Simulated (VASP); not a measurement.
# Hg (P6_222) in VASP: relaxation of cell and atoms with PBE

Aim: the relaxation of cell and atoms of Hg with PBE.

All numbers are computed with VASP 6.6.1; they aren't measurements. Logs are shortened: lines on timing, memory, paths and dates and some standing lists are left out, and cuts for length are marked.

## (1) The cell of the first run

Symmetry: P6_222, No. 180, hexagonal system. The conventional cell has a = 5.922 Å, b = 5.922 Å, c = 3.495 Å, α = 90.00°, β = 90.00°, γ = 120.00°. Within 4.2 Å of Hg (site symmetry 222) lie 10 Hg at 3.18 to 3.77 Å.

The cell was generated, and may not be a known phase.

## (2) Relaxation of cell and atoms, PBE

INCAR

```
  PREC = Accurate
  ENCUT = 550
  EDIFF = 1E-7
  ISMEAR = 0
  SIGMA = 0.1
  LREAL = False
  LASPH = True
  NELM = 120
  ALGO = Normal
  ISIF = 3
  LWAVE = False
  LCHARG = False
  GGA = PE
  IBRION = 2
  NSW = 90
  EDIFFG = -0.04
  GGA_COMPAT = False
  NELMIN = 4
```

KPOINTS

```
regular mesh
0
Gamma
  3 3 6
```

POSCAR

```
Hg
1.0
    5.9220238382      0.0000000000      0.0000000000
   -2.9610119191      5.1286230857      0.0000000000
    0.0000000000      0.0000000000      3.4952890767
Hg
3
Direct
    0.0000000000      0.5000000000      0.6666666667
    0.5000000000      0.0000000000      0.0000000000
    0.5000000000      0.5000000000      0.3333333333
```

Potentials or basis: VASP PAW PBE potentials, release 64 (Hg_sv_GW).

Started as:

```console
cat potpaw_PBE.64/Hg_sv_GW/POTCAR > POTCAR
mpirun -np 1 vasp_std > vasp.out
```

OUTCAR:

```text
PREC = Accurate
   ENCUT = 550
   EDIFF = 1E-7
   ISMEAR = 0
   LREAL = False
   LASPH = True
   NELM = 120
   ISIF = 3
   GGA = PE
   IBRION = 2
   NSW = 90
   EDIFFG = -0.04
   NELMIN = 4

 ion  position               nearest neighbor table
   1  0.000  0.500  0.667-   2 3.18   2 3.18   3 3.18   3 3.18
   2  0.500  0.000  0.000-   1 3.18   3 3.18   3 3.18   1 3.18
   3  0.500  0.500  0.333-   2 3.18   2 3.18   1 3.18   1 3.18

  LATTYP: Found a hexagonal cell.
 ALAT       =     5.9220238382
 C/A-ratio  =     0.5902186773

  Lattice vectors:

 A1 = (   5.9220238382,   0.0000000000,   0.0000000000)
 A2 = (  -2.9610119191,   5.1286230857,   0.0000000000)
 A3 = (   0.0000000000,   0.0000000000,   3.4952890767)

Analysis of symmetry for initial positions (statically):
=====================================================================
 Subroutine PRICEL returns:
 Original cell was already a primitive cell.

 Routine SETGRP: Setting up the symmetry group for a
 hexagonal supercell.

 Subroutine GETGRP returns: Found 12 space group operations
 (whereof  4 operations were pure point group operations)
 out of a pool of 24 trial point group operations.

The static configuration has the point symmetry D_2 .
 The point group associated with its full space group is D_6 .

Analysis of symmetry for dynamics (positions and initial velocities):
=====================================================================
 Subroutine PRICEL returns:
 Original cell was already a primitive cell.

 Routine SETGRP: Setting up the symmetry group for a
 hexagonal supercell.

 Subroutine GETGRP returns: Found 12 space group operations
 (whereof  4 operations were pure point group operations)
 out of a pool of 24 trial point group operations.

The dynamic configuration has the point symmetry D_2 .
 The point group associated with its full space group is D_6 .

 Subroutine INISYM returns: Found 12 space group operations
 (whereof  4 operations are pure point group operations),
[... 141 lines left out ...]
  --------------------------------------------------------------------------------------
  -------------------------------------------------------------------------------------
  Total        0.1681885      0.1681885      0.0776356     -0.0000000      0.0000000      0.0000000
  in kB        2.5383571      2.5383571      1.1717033     -0.0000000      0.0000000      0.0000000
  external PRESSURE =       2.0828059 kB  Pullay stress =       0.0000000 kB

 VOLUME and BASIS-vectors are now :
 -----------------------------------------------------------------------------
  energy-cutoff  :      550.00
  volume of cell :      106.16
      direct lattice vectors                 reciprocal lattice vectors
     5.922023838  0.000000000  0.000000000     0.168861191  0.097492054  0.000000000
    -2.961011919  5.128623086  0.000000000     0.000000000  0.194984108  0.000000000
     0.000000000  0.000000000  3.495289077     0.000000000  0.000000000  0.286099369

 POSITION                                       TOTAL-FORCE (eV/Angst)
 -----------------------------------------------------------------------------------
     -1.48051      2.56431      2.33019         0.000000      0.000000     -0.000000
      2.96101      0.00000      0.00000        -0.000000     -0.000000      0.000000
      1.48051      2.56431      1.16510        -0.000000     -0.000000      0.000000
 -----------------------------------------------------------------------------------
    total drift:                                0.000000      0.000000      0.000001

  FREE ENERGIE OF THE ION-ELECTRON SYSTEM (eV)
  ---------------------------------------------------
  free  energy   TOTEN  =        -0.4686783217 eV

  energy  without entropy=       -0.4686578523  energy(sigma->0) =       -0.46866809

--------------------------------------- Ionic step        2  -------------------------------------------

 number of electron      59.9999984 magnetization

 Free energy of the ion-electron system (eV)
  ---------------------------------------------------
  ext. energy  EPLUGINS =         0.00000000
  ---------------------------------------------------
  free energy    TOTEN  =        -0.46944316 eV

  energy without entropy =       -0.46938595  energy(sigma->0) =       -0.46941455

 E-fermi :   2.3709     XC(G=0):  -8.7700

 val. band max:        2.1634591448   @ k =   0.3333   0.3333   0.5000
 cond. band min:       2.5781368017   @ k =   0.0000   0.0000   0.3333
 fundamental gap:      0.4146776569
 Fermi energy:         2.3709247609

 k-point     1 :       0.0000    0.0000    0.0000
  band No.  band energies     occupation
      1    -111.9686      2.00000
      2    -111.9679      2.00000
      3    -111.9679      2.00000
      4     -60.3288      2.00000
      5     -60.3184      2.00000
      6     -60.3184      2.00000
[... 457 lines left out ...]
     35       8.4241      0.00000
     36       9.3779      0.00000

------------------------ aborting loop because EDIFF is reached ----------------------------------------

  FORCE on cell =-STRESS in cart. coord.  units (eV):
  Direction    XX          YY          ZZ          XY          YZ          ZX
  --------------------------------------------------------------------------------------
  -------------------------------------------------------------------------------------
  Total        0.0911914      0.0911914      0.0169674      0.0000000      0.0000000      0.0000000
  in kB        1.3671694      1.3671694      0.2543806      0.0000000      0.0000000      0.0000000
  external PRESSURE =       0.9962398 kB  Pullay stress =       0.0000000 kB

 VOLUME and BASIS-vectors are now :
 -----------------------------------------------------------------------------
  energy-cutoff  :      550.00
  volume of cell :      106.87
      direct lattice vectors                 reciprocal lattice vectors
     5.938040657  0.000000000  0.000000000     0.168405718  0.097229087  0.000000000
    -2.969020328  5.142494058  0.000000000    -0.000000000  0.194458173  0.000000000
     0.000000000  0.000000000  3.499652769     0.000000000  0.000000000  0.285742634

 POSITION                                       TOTAL-FORCE (eV/Angst)
 -----------------------------------------------------------------------------------
     -1.48451      2.57125      2.33310         0.000000      0.000000      0.000000
      0.00000      5.14249      0.00000         0.000000     -0.000000     -0.000000
      1.48451      2.57125      1.16655        -0.000000     -0.000000     -0.000000
 -----------------------------------------------------------------------------------
    total drift:                                0.000000      0.000000      0.000001

  FREE ENERGIE OF THE ION-ELECTRON SYSTEM (eV)
  ---------------------------------------------------
  free  energy   TOTEN  =        -0.4694431590 eV

  energy  without entropy=       -0.4693859478  energy(sigma->0) =       -0.46941455

 reached required accuracy - stopping structural energy minimisation
```

OSZICAR:

```text
N       E                     dE             d eps       ncg     rms          rms(c)
DAV:   1     0.130718658083E+04    0.13072E+04   -0.40072E+04  1032   0.214E+03
DAV:   2     0.176097668108E+03   -0.11311E+04   -0.10800E+04   864   0.101E+03
DAV:   3     0.823938998383E+01   -0.16786E+03   -0.16369E+03  1316   0.308E+02
DAV:   4    -0.282548704308E-02   -0.82422E+01   -0.82087E+01  1128   0.109E+02
[... 15 lines left out ...]
DAV:   6    -0.469445917135E+00   -0.51135E-05   -0.17375E-05  1100   0.677E-02    0.166E-02
DAV:   7    -0.469440680488E+00    0.52366E-05   -0.58985E-06  1200   0.270E-02    0.269E-03
DAV:   8    -0.469442116566E+00   -0.14361E-05   -0.29965E-07   724   0.725E-03    0.163E-03
DAV:   9    -0.469443155154E+00   -0.10386E-05   -0.17120E-07   672   0.464E-03    0.640E-04
DAV:  10    -0.469443158965E+00   -0.38108E-08   -0.35556E-08   528   0.325E-03
   2 F= -.46944316E+00 E0= -.46941455E+00  d E =-.764837E-03
```

CONTCAR:

```text
Hg
   1.00000000000000
     5.9380406569658009    0.0000000000000000    0.0000000000000000
    -2.9690203284829004    5.1424940576390092    0.0000000000000000
     0.0000000000000000    0.0000000000000000    3.4996527693985251
  Hg
     3
Direct
     0.0000000000000000    0.5000000000000000    0.6666666667000030
     0.5000000000000000    1.0000000000000000    0.0000000000000000
     0.5000000000000000    0.5000000000000000    0.3333333332999970

  0.00000000E+00  0.00000000E+00  0.00000000E+00
  0.00000000E+00  0.00000000E+00  0.00000000E+00
  0.00000000E+00  0.00000000E+00  0.00000000E+00
```

Run time: 48 s. Hardware: 1 thread of Intel Xeon Platinum 8559C (Emerald Rapids), shared host; peak memory 0.27 GiB.

Results:

```yaml
Free_energy: -0.4694 eV
Relaxed_volume: 35.62 Å³/atom
Relaxed_cell: a = 5.938 Å, b = 5.938 Å, c = 3.500 Å, α = 90.00°, β = 90.00°, γ = 120.00°
Space_group_after_relaxing_to_0.1_Å: P6_222 (No. 180)
Energy_gained_by_relaxing: 0.3 meV/atom
Ionic_steps: 2
Pressure_after_relaxing: 0.1 GPa
Band_gap_on_the_k_mesh: zero (bands 30 and 31 overlap by 1.31 eV)
```

The path:
```
step  energy change (eV)  largest force (eV/Å)  pressure (GPa)  volume (Å³)
   1              0.0000                0.0000            0.21       106.16
   2             -0.0008                0.0000            0.10       106.87
```

Final structure:
```
Hg
1.0
     5.93804    0.00000    0.00000
    -2.96902    5.14249    0.00000
     0.00000    0.00000    3.49965
Hg
3
Cartesian
  -1.4845 2.5712 2.3331
  0.0000 5.1425 0.0000
  1.4845 2.5712 1.1666
```

Caveat: the k points lie up to 0.41 Å⁻¹ apart in the final cell, too coarse for converged energies and pressures of a metal; spin-orbit coupling is left out, which moves the levels of the heavy elements.

The gap in the log of VASP goes by the Fermi energy; the results here count the filled bands.